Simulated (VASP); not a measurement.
Runs of VASP 6.6.1 on AlC. The structure is that of space group P-3m1 (No. 164), or close to it. The cells are those of the table. 

```tsv
task	spin	cell	k mesh	cutoff (eV)	smearing	gap on the mesh (eV)	pressure (GPa)	moment (μB)	relaxed volume (Å³/atom)	largest force (eV/Å)
relaxation of cell and atoms	off	relaxed from a = 3.200, b = 3.200, c = 6.100 Å, angles 90.0, 90.0, 120.0°, 4 atoms	7 × 7 × 3	600	gaussian 0.2 eV	none	0.2	-	12.21	0.02
single point	collinear, ferromagnetic start	a = 2.559, b = 2.559, c = 10.001 Å, angles 90.0, 90.0, 120.0°, 4 atoms	6 × 6 × 2	600	gaussian 0.1 eV	none	0.5	(a)	-	0.29
relaxation of cell and atoms	off	relaxed from a = 2.600, b = 2.600, c = 9.200 Å, angles 90.0, 90.0, 120.0°, 4 atoms	8 × 8 × 2	600	gaussian 0.2 eV	none	-0.1	-	14.92	0.07
single point	collinear, ferromagnetic start	a = 3.127, b = 3.127, c = 5.784 Å, angles 90.0, 90.0, 120.0°, 4 atoms	6 × 6 × 4	600	gaussian 0.1 eV	none	-0.4	0.00	-	0.41
relaxation of cell and atoms	off	relaxed from a = 2.564, b = 2.564, c = 10.871 Å, angles 90.0, 90.0, 120.0°, 4 atoms	18 × 18 × 4	600	gaussian 0.1 eV	none	0.0	-	15.19	-
relaxation of cell and atoms	off	relaxed from a = 3.127, b = 3.127, c = 5.784 Å, angles 90.0, 90.0, 120.0°, 4 atoms	6 × 6 × 4	600	gaussian 0.1 eV	none	0.2	-	12.15	0.03
single point	off	a = 2.564, b = 2.564, c = 10.914 Å, angles 90.0, 90.0, 120.0°, 4 atoms	18 × 18 × 4	520	gaussian 0.1 eV	none	(b)	-	-	-
```

Alike in all rows: level PBE; potentials or basis VASP PAW PBE potentials, release 64 (Al, C).

Estimate the missing entries.

(a) 0.21; (b) 0.1.

Caveats: some runs use coarse meshes; the relaxation stopped at a loose force limit of 0.08 eV/Å, so its end isn't a converged minimum (some runs).

A gap of «none» marks levels without a gap at the run's occupations.
